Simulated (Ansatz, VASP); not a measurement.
SnO2 in VASP and in Ansatz

```xyz
12
Lattice="3.1329 1.8088 4.7916 -3.1329 1.8088 4.7916 0.0000 -3.6175 4.7916" Properties=species:S:1:pos:R:3 pbc="T T T"
Sn    0.0000    0.0000   12.4275
Sn    0.0000   -1.8088    7.6408
Sn   -1.5664    0.9044    7.6408
Sn    1.5664    0.9044    7.6408
O    -1.5655   -0.9038    6.5124
O     1.5655   -0.9038    6.5124
O     0.0000    1.8076    6.5124
O     0.0000    0.0000    8.7677
O     0.0000    0.0000    1.7228
O     0.0000   -1.8099    3.9741
O    -1.5674    0.9049    3.9741
O     1.5674    0.9049    3.9741
```

Alike in both runs: task single point; functional LDA; k mesh 6 × 6 × 6; occupations gaussian, width 0.05 eV; no spin polarisation.

|  | VASP | Ansatz |
| --- | --- | --- |
| version | VASP 6.6.1 | Ansatz 0.2.0 |
| potentials or method | VASP PAW LDA potentials, release 64 (Sn_d, O), cutoff 520 eV | scalar-relativistic, plane waves, PAW |
| valence electrons in the cell | 104 | 104 |

|  | VASP | Ansatz | Ansatz less VASP |
| --- | --- | --- | --- |
| gap on the k mesh at the Fermi level (eV) | 1.99 | 2.00 | +0.012 |
| least direct gap on the mesh (eV) | 1.99 | 2.00 | +0.012 |
| pressure (GPa) | -6.6 | -7.6 | -1.03 |
| traceless stress, the component that is largest in VASP (GPa) | -8.95 | -8.49 | +0.462 |
| rms of the force components (eV/Å) | 0.734 | 0.777 | +0.0429 |

Ansatz warns that its potentials were made for another functional, while VASP's fit it. LDA's correlation is that of Perdew and Zunger in VASP and of Perdew and Wang (1992) in Ansatz. Atom by atom the forces differ by 0.043 eV/Å (rms over components).
